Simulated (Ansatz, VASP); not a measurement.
## One calculation of HfC, two programs

The input INCAR:

```
PREC = Accurate
ENCUT = 600
EDIFF = 1E-6
ISMEAR = 0
SIGMA = 0.1
LREAL = False
LASPH = True
NELM = 60
ALGO = Normal
ISIF = 3
LWAVE = False
LCHARG = False
GGA = PE
IBRION = 2
NSW = 100
EDIFFG = -0.01
```

Contents of KPOINTS:

```
Automatic mesh
0
Gamma
  20 20 20
```

Contents of POSCAR:

```
HfC
1.0
    0.0000000000      2.3171388429      2.3171388429
    2.3171388429      0.0000000000      2.3171388429
    2.3171388429      2.3171388429      0.0000000000
Hf C
1 1
Direct
    0.0000000000      0.0000000000      0.0000000000
    0.5000000000      0.5000000000      0.5000000000
```

Input for Ansatz:

```yaml
crystal:
  lattice:
    - [0.0, 2.3171388429, 2.3171388429]
    - [2.3171388429, 0.0, 2.3171388429]
    - [2.3171388429, 2.3171388429, 0.0]
  atoms:
    - { symbol: Hf, position: [0.0, 0.0, 0.0] }
    - { symbol: C, position: [0.5, 0.5, 0.5] }
basis:
  ecutwfc: 420
kpoints:
  mp_grid: { grid: [20, 20, 20] }
hamiltonian:
  xc: pbe
scf:
  occupations: { method: gaussian, width: 0.1 }
output:
  forces: true
  stress: true
  eigenvalues: true
relax:
  adjacent_minimum: "off"
  f_tol: 0.01
  max_steps: 80
  cell: { stress_tol: 0.05 }
```

Alike in both runs: task relaxation of cell and atoms; functional PBE; k mesh 20 × 20 × 20; occupations gaussian, width 0.1 eV; no spin polarisation.

|  | VASP | Ansatz |
| --- | --- | --- |
| version | VASP 6.6.1 | Ansatz 0.2.0 |
| potentials or method | VASP PAW PBE potentials, release 64 (Hf_pv, C), cutoff 600 eV | scalar-relativistic, plane waves, PAW |
| valence electrons in the cell | 14 | 30 |

```tsv
	VASP	Ansatz	Ansatz less VASP
gap on the k mesh at the Fermi level, each at its own relaxed structure (eV)	none	none	-
relaxed volume (Å³/atom)	12.54	12.58	+0.039
relaxed length of the cell vector where the two differ most in proportion (Å)	3.286	3.289	+0.0034
```

A gap of «none» marks a metal or a gap that the smearing closes. VASP's potentials hold 14 valence electrons a cell and Ansatz's 30, so a difference there can come from the potentials and not from the codes.

Spin-orbit coupling is off throughout.
